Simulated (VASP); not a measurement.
# MoS2 (P1) in VASP: notebook

MoS2 is run at these levels: PBE; tasks: single point.

Program: VASP 6.6.1. These are calculated values, not measurements. Logs are shortened: lines on timing, memory, paths and dates and some standing lists are left out, and cuts for length are marked.

## (1) The cell of the first run

The typed cell holds 24 atoms: a = 6.600 Å, b = 5.716 Å, c = 12.887 Å, α = 90.00°, β = 90.00°, γ = 90.00°.

## (2) Single point, PBE

Input file INCAR:

```
  PREC = Accurate
  ENCUT = 520
  EDIFF = 1E-7
  ISMEAR = -1
  SIGMA = 0.36
  LREAL = Auto
  LASPH = True
  NELM = 100
  ALGO = Normal
  ISIF = 2
  LWAVE = False
  LCHARG = False
  GGA = PE
  NBANDS = 122
```

Input file KPOINTS:

```
regular mesh
0
Gamma
  2 2 1
```

Input file POSCAR:

```
MoS2
1.0
   -3.3002220000     -5.7161520000      0.0000000000
    4.9503330000     -2.8580760000      0.0000000000
    0.0000000000      0.0000000000     12.8865820000
Mo S
8 16
Direct
    0.5541369003      0.3415476877      0.2958038059
    0.4438654551      0.6460281641      0.8002975498
    0.2674591115      0.7843259118      0.1648070838
    0.2180166469      0.3078587510      0.7072162347
   -0.0302555029      0.2895462030      0.2416777389
   -0.1143724866      0.6993762649      0.7803077651
    0.7950157740      0.7941947638      0.2075802567
    0.7491115845      0.1701369446      0.7832022487
    0.4366896255      0.4586707014      0.5964420977
    0.5495410731      0.5860025052      0.1200007884
    0.3455002642      0.2410600606      0.8792789275
    0.5828343718      0.6646184845      0.3850206362
    0.2308914067      0.8755154249      0.6963522212
    0.4025815770      0.1985540320      0.0818991413
    0.3382465123      0.7400893195      0.9688139182
    0.3833634506      0.0668408557      0.3641151703
   -0.0939499079      0.4285862076      0.6338996640
    0.0075266244      0.5856655565      0.0788882576
    0.0227475112      0.3490011352      0.8810482097
    0.1162632575      0.6991841883      0.3067919794
    0.6748004394      0.8752524842      0.6530203277
    0.8267244842      0.1497221158      0.1013069253
    0.7381105606      0.8987332187      0.9319849127
    0.7884065816      0.0836745216      0.3783392679
```

Potentials or basis: VASP PAW PBE potentials, release 64 (Mo_sv, S).

Launch:

```console
> cat potpaw_PBE.64/Mo_sv/POTCAR potpaw_PBE.64/S/POTCAR > POTCAR
> mpirun -np 1 vasp_std > vasp.out
```

OUTCAR:

```text
PREC = Accurate
   ENCUT = 520
   EDIFF = 1E-7
   ISMEAR = -1
   LREAL = Auto
   LASPH = True
   NELM = 100
   ISIF = 2
   GGA = PE

 ion  position               nearest neighbor table
   1  0.554  0.342  0.296-  16 2.12  12 2.18  24 2.39  10 2.66   5 2.85  14 3.04   7 3.24
   2  0.444  0.646  0.800-  15 2.34  13 2.34  11 2.61   4 2.72  21 2.76   9 2.84   6 2.94  23 2.96
                             8 3.39
   3  0.267  0.784  0.165-  20 2.14  10 2.26  18 2.34  15 2.58  14 2.75  16 3.13   7 3.17
   4  0.218  0.308  0.707-   9 2.21  17 2.37  11 2.40  13 2.48  19 2.60   2 2.72   6 3.27   8 3.34

   5  0.970  0.290  0.242-  22 2.19  24 2.43  20 2.67  18 2.71   1 2.85   7 3.09   7 3.14
   6  0.886  0.699  0.780-  21 2.37  17 2.44  23 2.46  19 2.55  13 2.72   8 2.84   2 2.94   8 3.16
                             4 3.27
   7  0.795  0.794  0.208-  10 2.31  22 2.46  18 2.48  20 2.53  24 2.75  12 2.78   5 3.09   5 3.14
                             3 3.17   1 3.24
   8  0.749  0.170  0.783-  21 2.43  19 2.43  23 2.47  17 2.64   6 2.84  11 2.97   6 3.16   4 3.34
                             2 3.39
   9  0.437  0.459  0.596-   4 2.21   2 2.84
  10  0.550  0.586  0.120-   3 2.26   7 2.31  14 2.47  15 2.55   1 2.66
  11  0.346  0.241  0.879-  19 2.22   4 2.40   2 2.61  14 2.65   8 2.97
  12  0.583  0.665  0.385-   1 2.18  16 2.66  24 2.75   7 2.78
  13  0.231  0.876  0.696-   2 2.34   4 2.48   6 2.72
  14  0.403  0.199  0.082-  10 2.47  11 2.65   3 2.75   1 3.04
  15  0.338  0.740  0.969-   2 2.34  10 2.55   3 2.58  18 2.75
  16  0.383  0.067  0.364-   1 2.12  12 2.66  24 2.68   3 3.13
  17  0.906  0.429  0.634-   4 2.37   6 2.44   8 2.64
  18  0.008  0.586  0.079-   3 2.34   7 2.48   5 2.71  15 2.75  22 2.78
  19  0.023  0.349  0.881-  11 2.22   8 2.43   6 2.55   4 2.60
  20  0.116  0.699  0.307-   3 2.14   7 2.53   5 2.67
  21  0.675  0.875  0.653-   6 2.37   8 2.43   2 2.76
  22  0.827  0.150  0.101-   5 2.19   7 2.46  23 2.68  18 2.78
  23  0.738  0.899  0.932-   6 2.46   8 2.47  22 2.68   2 2.96
  24  0.788  0.084  0.378-   1 2.39   5 2.43  16 2.68   7 2.75  12 2.75

  LATTYP: Found a simple orthorhombic cell.
 ALAT       =     5.7161521352
 B/A-ratio  =     1.1547005202
 C/A-ratio  =     2.2544155046

  Lattice vectors:

 A1 = (  -4.9503330000,   2.8580760000,   0.0000000000)
 A2 = (  -3.3002220000,  -5.7161520000,   0.0000000000)
 A3 = (   0.0000000000,   0.0000000000,  12.8865820000)

Analysis of symmetry for initial positions (statically):
=====================================================================
 Subroutine PRICEL returns:
 Original cell was already a primitive cell.

 Routine SETGRP: Setting up the symmetry group for a
 simple orthorhombic supercell.

 Subroutine GETGRP returns: Found  1 space group operations
 (whereof  1 operations were pure point group operations)
 out of a pool of  8 trial point group operations.

The static configuration has the point symmetry C_1 .

Analysis of symmetry for dynamics (positions and initial velocities):
=====================================================================
 Subroutine PRICEL returns:
 Original cell was already a primitive cell.

 Routine SETGRP: Setting up the symmetry group for a
 simple orthorhombic supercell.

 Subroutine GETGRP returns: Found  1 space group operations
 (whereof  1 operations were pure point group operations)
 out of a pool of  8 trial point group operations.

The dynamic configuration has the point symmetry C_1 .

 Subroutine INISYM returns: Found  1 space group operations
 (whereof  1 operations are pure point group operations),
 and found     1 'primitive' translations

----------------------------------------------------------------------------------------

                                     Primitive cell

  volume of cell :     486.1997

  direct lattice vectors                    reciprocal lattice vectors
    -3.300222000 -5.716152000  0.000000000    -0.075752480 -0.131207148  0.000000000
     4.950333000 -2.858076000  0.000000000     0.151504959 -0.087471432  0.000000000
[... 46 lines left out ...]
   NELECT =     208.0000    total number of electrons
   NUPDOWN=      -1.0000    fix difference up-down
   EMIN   =  10.00;   EMAX   =-10.00  energy-range for DOS
   EFERMI =   0.00;   METHOD = LEGACY
   ISMEAR =    -1;   SIGMA  =   0.36  broadening in eV -4-tet -1-fermi 0-gaus
   EFERMI_NEDOS =   21; number of points for ismear=-14 and -15
   IALGO  =     38    algorithm
   IMIX   =      4    mixing-type and parameters
     AMIX     =   0.40;   BMIX     =  1.00
     AMIX_MAG =   1.60;   BMIX_MAG =  1.00
  volume/ion in A,a.u.               =      20.26       136.71
  Fermi-wavevector in a.u.,A,eV,Ry     =   1.233553  2.331077 20.703337  1.521652
  Thomas-Fermi vector in A             =   2.368278
   LORBIT       =      0    0 simple, 1 ext, 2 COOP (PROOUT), +10 PAW based schemes
   GGA     = PE    functional components
   LHFCALC =     F    Hartree Fock is set to
   AEXX    =    0.0000 exact exchange contribution
   IVDW    =     0    specifies the selected vdW correction
   LEPSILON=     F    determine dielectric tensor
   LRPA    =     F    only Hartree local field effects (RPA)
 non-spin polarized calculation
  energy-cutoff  :      520.00
  volume of cell :      486.20
 maximum number of plane-waves:     13143
 NGX is ok and might be reduce to    50
   NGX = 25   NGY = 21   NGZ = 47

 number of electron     207.9999992 magnetization

 Free energy of the ion-electron system (eV)
  ---------------------------------------------------
  ext. energy  EPLUGINS =         0.00000000
  ---------------------------------------------------
  free energy    TOTEN  =      -155.21843442 eV

  energy without entropy =     -148.07267116  energy(sigma->0) =     -151.64555279

 E-fermi :   6.2189     XC(G=0): -10.1404

 val. band max:        6.1807544785   @ k =  -0.0000   0.5000   0.0000
 cond. band min:       6.2375979612   @ k =   0.5000   0.5000   0.0000
 fundamental gap:      0.0568434828
 Fermi energy:         6.2189447768

 k-point     1 :       0.0000    0.0000    0.0000
  band No.  band energies     occupation
      1     -55.2559      2.00000
      2     -55.1903      2.00000
      3     -55.1773      2.00000
      4     -55.1569      2.00000
      5     -55.1342      2.00000
      6     -55.1313      2.00000
[... 108 lines left out ...]
    115       7.3772      0.07704
    116       7.4499      0.06340
[... 355 lines left out ...]
    115       7.3533      0.08210
    116       7.4078      0.07098
 [bands above 116 left out]

------------------------ aborting loop because EDIFF is reached ----------------------------------------

  FORCE on cell =-STRESS in cart. coord.  units (eV):
  Direction    XX          YY          ZZ          XY          YZ          ZX
  --------------------------------------------------------------------------------------
  -------------------------------------------------------------------------------------
  Total       -0.4342115      4.3869849     -3.6631287      3.8444013     -6.0478483      3.7911772
  in kB       -1.4308602     14.4564633    -12.0711349     12.6684837    -19.9295188     12.4930939
  external PRESSURE =       0.3181561 kB  Pullay stress =       0.0000000 kB

 VOLUME and BASIS-vectors are now :
 -----------------------------------------------------------------------------
  energy-cutoff  :      520.00
  volume of cell :      486.20
      direct lattice vectors                 reciprocal lattice vectors
    -3.300222000 -5.716152000  0.000000000    -0.075752480 -0.131207148  0.000000000
     4.950333000 -2.858076000  0.000000000     0.151504959 -0.087471432  0.000000000
     0.000000000  0.000000000 12.886582000     0.000000000  0.000000000  0.077600096

 POSITION                                       TOTAL-FORCE (eV/Angst)
 -----------------------------------------------------------------------------------
     -0.13800     -4.14370      3.81190         0.306555     -1.904202     -2.111327
      1.73320     -4.38360     10.31310        -0.571817     -0.792574      0.429752
      3.00000     -3.77050      2.12380         1.859867     -1.845867     -2.546410
      0.80450     -2.12610      9.11360        -0.463525      1.106263      0.032825
     -1.76702     -6.37075      3.11440         0.398002     -1.038206      0.245947
      0.53938     -7.06125     10.05550        -0.785301     -0.737294     -0.232969
[... 16 lines left out ...]
      2.01310     -6.78780     12.01010        -0.490981     -0.089945     -2.643280
     -2.18770     -4.74580      4.87550         0.135363     -2.050406     -1.377611
 -----------------------------------------------------------------------------------
    total drift:                               -0.000124      0.000712      0.004541

  FREE ENERGIE OF THE ION-ELECTRON SYSTEM (eV)
  ---------------------------------------------------
  free  energy   TOTEN  =      -155.2184344235 eV

  energy  without entropy=     -148.0726711631  energy(sigma->0) =     -151.64555279
```

It took 26 min on 1 thread of Oxide Virtual Turin-like, shared host; peak memory 0.53 GiB.

What came out:

```yaml
Free_energy: -155.2184 eV
Pressure: 0.0 GPa
Largest_force: 3.709 eV/Å
Band_gap_on_the_k_mesh: zero (bands 104 and 105 overlap by 0.07 eV)
```

Forces in eV/Å, atoms in the order of the input:
```
Mo   0.307 -1.904 -2.111
Mo  -0.572 -0.793  0.430
Mo   1.860 -1.846 -2.546
Mo  -0.464  1.106  0.033
Mo   0.398 -1.038  0.246
Mo  -0.785 -0.737 -0.233
Mo  -0.078 -0.990  1.850
Mo   0.486  0.283  0.199
S   -0.425  0.347  0.454
S   -0.906 -0.584  0.968
S   -0.558 -2.203 -1.554
S   -0.709 -0.285 -0.106
S    1.541  1.134  0.406
S   -1.286  1.456  1.953
S    0.760 -0.229 -1.750
S    0.856  2.976  0.444
S   -0.964  0.492  0.819
S    0.650  0.066  1.696
S    1.519  1.459 -1.015
S   -0.433  2.926  2.238
S    0.334 -0.422  1.506
S   -1.176  0.926  0.094
S   -0.491 -0.090 -2.643
S    0.135 -2.050 -1.378
```

Stress tensor (GPa, compression positive):
```
-0.14  1.27  1.25
 1.27  1.45 -1.99
 1.25 -1.99 -1.21
```

Caveat: the k points lie up to 0.55 Å⁻¹ apart; so wide a smearing shifts energies and pressures; forces of over 1 eV/Å act on the atoms, so gaps and moduli don't describe the material at rest.

## (3) Single point, PBE

Input file INCAR:

```
PREC = Accurate
ENCUT = 520
EDIFF = 1E-7
ISMEAR = -1
SIGMA = 0.36
LREAL = Auto
LASPH = True
NELM = 80
ALGO = Normal
ISIF = 2
LWAVE = False
LCHARG = False
GGA = PE
NBANDS = 122
```

KPOINTS is that of step 2.

Input file POSCAR:

```
MoS2
1.0
   -3.3002220000     -5.7161520000      0.0000000000
    4.9503330000     -2.8580760000      0.0000000000
    0.0000000000      0.0000000000     12.8865820000
Mo S
8 16
Direct
    0.5988154500      0.2585934971      0.2960210861
    0.4620720110      0.7052738101      0.8139629267
    0.2666635984      0.7372128449      0.1475333025
    0.0983276866      0.3727836480      0.7121205608
    0.0030178048      0.3056076078      0.1992615264
   -0.1309339644      0.6759926757      0.7647179058
    0.9049594136      0.8252105395      0.2512380707
    0.7580245600      0.1852702292      0.7903104175
    0.2633602534      0.5602344937      0.6005937028
    0.5773090779      0.6262302192      0.1653735645
    0.3455493904      0.3077549935      0.8420929615
    0.6381024988      0.5372527272      0.4102872274
    0.1201118751      0.9774485580      0.7168076065
    0.6294914960      0.1796771417      0.1165941442
    0.2386088589      0.8244621535      0.9448820486
    0.2790911009      0.0992180912      0.2810442676
   -0.2317892151      0.3626713865      0.6250299730
   -0.0379381876      0.5645267820      0.0542114270
    0.0013425408      0.3930706647      0.9010767945
    0.1340769405      0.5372130862      0.3327569716
    0.5847431036      0.8489695652      0.6756407556
    1.0610179458      0.0426021375      0.0966043595
    0.6750249695      0.8555247203      0.9272513068
    0.8388341724      0.0858606866      0.3840816750
```

Potentials or basis: VASP PAW PBE potentials, release 64 (Mo_sv, S).

Launch:

```console
> cat potpaw_PBE.64/Mo_sv/POTCAR potpaw_PBE.64/S/POTCAR > POTCAR
> mpirun -np 1 vasp_std > vasp.out
```

Run time: 19 min. Hardware: 1 thread of Oxide Virtual Turin-like, shared host; peak memory 0.54 GiB.

The run converged. Its results:

| Property | Result |
| --- | --- |
| Free energy | -155.2352 eV |
| Pressure | 6.8 GPa |
| Largest force | 6.341 eV/Å |
| Band gap on the k mesh | zero (bands 104 and 105 overlap by 0.10 eV) |

Forces on the atoms (eV/Å):
```
Mo   1.260 -0.064 -1.599
Mo  -0.550  4.099  2.107
Mo   1.105  2.336  0.084
Mo  -1.718 -1.078 -0.556
Mo   5.438 -0.219  3.255
Mo   1.793  0.880  1.199
Mo  -0.543  1.519 -0.949
Mo  -0.132  2.136  0.652
S   -0.135 -1.537 -1.955
S   -1.266 -1.804  0.942
S   -1.075 -3.152  0.272
S    1.206 -0.473  0.102
S   -1.252  2.253  0.081
S   -0.446 -0.776  0.494
S   -0.289 -0.509  0.243
S   -1.754  0.608  0.154
S    0.243 -0.641  1.123
S   -0.153 -0.454  2.469
S    0.521  2.047 -1.671
S    2.045 -0.971 -0.845
S    1.257 -3.118 -2.754
S   -3.577  1.681 -3.059
S   -0.346 -2.101 -0.616
S   -1.633 -0.662  0.826
```

Stress tensor (GPa, compression positive):
```
10.71  1.64  4.82
 1.64  5.11  1.68
 4.82  1.68  4.59
```

Levels at points of the mesh, in eV from the Fermi level:
| k point | band 100 | band 101 | band 102 | band 103 | band 104 | band 105 | band 106 | band 107 |
| --- | --- | --- | --- | --- | --- | --- | --- | --- |
| (0.00, 0.00, 0.00) | -0.59 | -0.49 | -0.34 | -0.15 | 0.00 | 0.11 | 0.18 | 0.29 |
| (0.50, 0.00, 0.00) | -0.51 | -0.48 | -0.41 | -0.26 | -0.12 | 0.00 | 0.22 | 0.24 |
| (0.00, 0.50, 0.00) | -0.76 | -0.43 | -0.40 | -0.19 | 0.10 | 0.22 | 0.43 | 0.44 |
| (0.50, 0.50, 0.00) | -0.68 | -0.61 | -0.33 | -0.23 | -0.01 | 0.10 | 0.22 | 0.41 |

Caveat: the k points lie up to 0.55 Å⁻¹ apart; so wide a smearing shifts energies and pressures; forces of over 1 eV/Å act on the atoms, so gaps and moduli don't describe the material at rest.

## (4) Single point, PBE

Input file INCAR:

```
PREC = Accurate
ENCUT = 520
EDIFF = 1E-6
ISMEAR = -1
SIGMA = 0.36
LREAL = Auto
LASPH = T
NELM = 60
ALGO = Normal
ISIF = 2
LWAVE = F
LCHARG = F
GGA = PE
NBANDS = 122
```

KPOINTS is that of step 3.

Input file POSCAR:

```
MoS2
1.0
   -3.3002220000     -5.7161520000      0.0000000000
    4.9503330000     -2.8580760000      0.0000000000
    0.0000000000      0.0000000000     12.8865820000
Mo S
8 16
Direct
    0.6509936177      0.2020315520      0.3024230940
    0.3688507072      0.7982269513      0.7766217605
    0.2602530309      0.6896087148      0.1584826760
    0.1126253647      0.3472672862      0.6922704562
    0.0532679565      0.3469859668      0.2546835150
   -0.2463118464      0.6804423512      0.7568802961
    0.8889124984      0.8082503911      0.2858399535
    0.6765435628      0.1176575293      0.7768157608
    0.2340041531      0.5570868978      0.5758159922
    0.5813342025      0.7558949922      0.1933949592
    0.5194165152      0.4473415850      0.8301968668
    0.7001255955      0.5587240077      0.3780754276
    0.0627012508      0.9352760809      0.7135328825
    0.7352696256      0.0867321440      0.1377091303
    0.2434291595      0.6514249178      0.9614341491
    0.3071773545      0.1275779757      0.2399084567
   -0.2078636360      0.3842375565      0.6191013257
   -0.0474662466      0.5778097855      0.1123338989
   -0.0323177107      0.4217987719      0.8540821763
    0.2143157116      0.6287232448      0.3632305292
    0.5879791427      0.9483729079      0.6330538230
    1.1910808222      0.0374381144      0.0306908380
    0.7564533742      0.8471074709      0.9183971359
    0.8572951767      0.0630390728      0.4270178081
```

Launch:

```console
> cat potpaw_PBE.64/Mo_sv/POTCAR potpaw_PBE.64/S/POTCAR > POTCAR
> mpirun -np 1 vasp_std > vasp.out
```

Run time: 15 min. Hardware: 1 thread of Oxide Virtual Turin-like, shared host; peak memory 0.54 GiB.

The run converged. Its results:

* Free energy: -155.8242 eV
* Pressure: 6.9 GPa
* Largest force: 3.872 eV/Å
* Band gap on the k mesh: zero (bands 104 and 105 overlap by 0.07 eV)

Forces on the atoms (eV/Å):
```
Mo   0.811  0.836 -0.215
Mo  -0.197  0.486  0.398
Mo   2.256 -1.863  0.568
Mo  -0.675  2.234  2.215
Mo   2.546  2.488  0.719
Mo  -1.660 -1.325 -1.881
Mo  -0.021 -1.432 -1.650
Mo   0.904 -3.322  1.772
S    0.159 -2.271 -1.221
S   -0.725 -0.736 -0.470
S    0.669  2.703  0.708
S   -0.537  0.731  1.095
S    0.513 -0.026 -0.546
S   -0.420 -1.180  0.304
S    1.515 -1.636  0.102
S   -2.624 -0.848  0.060
S   -0.135  0.164  0.451
S   -0.246  2.335  0.384
S   -1.332  0.308  0.140
S    0.525  0.545 -1.720
S   -1.057  2.236 -1.451
S   -1.888  0.614 -0.139
S    2.059 -0.446  0.043
S   -0.439 -0.594  0.334
```

Stress tensor (GPa, compression positive):
```
9.05 1.28 3.12
1.28 8.36 0.54
3.12 0.54 3.18
```

Levels at points of the mesh, in eV from the Fermi level:
```
           k point  band 100  band 101  band 102  band 103  band 104  band 105  band 106  band 107
(0.00, 0.00, 0.00)     -0.54     -0.46     -0.31     -0.10     -0.02      0.03      0.12      0.38
(0.50, 0.00, 0.00)     -0.59     -0.51     -0.26      0.04      0.10      0.18      0.21      0.35
(0.00, 0.50, 0.00)     -0.72     -0.33     -0.25     -0.11      0.03      0.11      0.27      0.37
(0.50, 0.50, 0.00)     -0.58     -0.38     -0.33     -0.22      0.10      0.17      0.25      0.32
```

Caveat: the k points lie up to 0.55 Å⁻¹ apart; so wide a smearing shifts energies and pressures; forces of over 1 eV/Å act on the atoms, so gaps and moduli don't describe the material at rest.

## (5) Overview

```csv
cell,gap on the mesh (eV),pressure (GPa),largest force (eV/Å)
"as given, atomic positions A",none,0.0,3.71
"as given, atomic positions B",none,6.8,6.34
"as given, atomic positions C",none,6.9,3.87
```

Alike in all rows: task single point; level PBE; potentials or basis VASP PAW PBE potentials, release 64 (Mo_sv, S); no spin polarisation; k mesh 2 × 2 × 1; cutoff (eV) 520; smearing fermi-dirac 0.36 eV.

Caveats: all runs use coarse meshes; so wide a smearing shifts energies and pressures; forces of over 1 eV/Å act on the atoms, so gaps and moduli don't describe the material at rest.

Absolute energies hang on the potentials; compare differences alone.

The gap in the log of VASP goes by the Fermi energy; the results here count the filled bands.